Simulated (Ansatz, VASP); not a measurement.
LaP in VASP and in Ansatz

```xyz
2
Lattice="0.0000 3.0728 3.0125 3.0728 0.0000 3.0125 3.0728 3.0728 0.0000" Properties=species:S:1:pos:R:3 pbc="T T T"
La    0.0000    0.0000    0.0000
P     3.0728    3.0728    3.0125
```

Change from the starting cell: equal xx and yy strain of +2 %.

Alike in both runs: task single point; functional LDA; k mesh 10 × 10 × 10; occupations fermi-dirac, width 0.03 eV; no spin polarisation.

|  | VASP | Ansatz |
| --- | --- | --- |
| version | VASP 6.6.1 | Ansatz 0.2.0 |
| potentials or method | VASP PAW LDA potentials, release 64 (La, P), cutoff 520 eV | all-electron LAPW, scalar-relativistic |

|  | VASP | Ansatz | Ansatz less VASP |
| --- | --- | --- | --- |
| pressure (GPa) | -5.7 | -5.6 | +0.04 |
| traceless stress, the component that is largest in VASP (GPa) | 1.49 | 1.49 | +0.003 |

LDA's correlation is that of Perdew and Zunger in VASP and of Perdew and Wang (1992) in Ansatz. Ansatz ran all-electron here, and VASP with PAW potentials.

Neither program's run includes spin-orbit coupling.
